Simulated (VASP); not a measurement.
ZnO:

```
CELL_PARAMETERS angstrom
3.27939 0.00000 0.00000
-1.63970 2.84004 0.00000
0.00000 0.00000 4.97564
ATOMIC_POSITIONS crystal
Zn 0.66667 0.33333 0.49487
Zn 0.33333 0.66667 0.99487
O 0.66667 0.33333 0.88544
O 0.33333 0.66667 0.38544
```

This cell differs from its parent crystal: strain along c alone, the other axes held: -6.0 %.

* Program: VASP 6.6.1
* Task: relaxation of the atoms
* Functional: PBE
* Potentials or basis: VASP PAW PBE potentials, release 64 (Zn, O)
* Cutoff: 520 eV
* k mesh: 12 × 12 × 6
* Occupations: gaussian, width 0.02 eV
* Spin: no spin polarisation

At the start: pressure 10.2 GPa; volume 11.59 Å³/atom.

Question: How do energy, volume and symmetry change on relaxing?

Answer: Over 3 steps the energy falls by 2.4 meV/atom at a fixed cell; space group P6_3mc (No. 186, to 0.1 Å) before and after.

The path:
```csv
step,energy change (eV),largest force (eV/Å),pressure (GPa)
1,0.0000,0.2696,10.21
2,-0.0088,0.0746,9.87
3,-0.0096,0.0017,9.79
```

Final structure:
```yaml
crystal:
  lattice:
    - [3.27939, 0.00000, 0.00000]
    - [-1.63970, 2.84004, 0.00000]
    - [0.00000, 0.00000, 4.97564]
  atoms:
    - { symbol: Zn, position: [0.66667, 0.33333, 0.49110] }
    - { symbol: Zn, position: [0.33333, 0.66667, 0.99110] }
    - { symbol: O, position: [0.66667, 0.33333, 0.88921] }
    - { symbol: O, position: [0.33333, 0.66667, 0.38921] }
```

Caveat: the cell differs from its parent crystal (strain along c alone, the other axes held: -6.0 %).
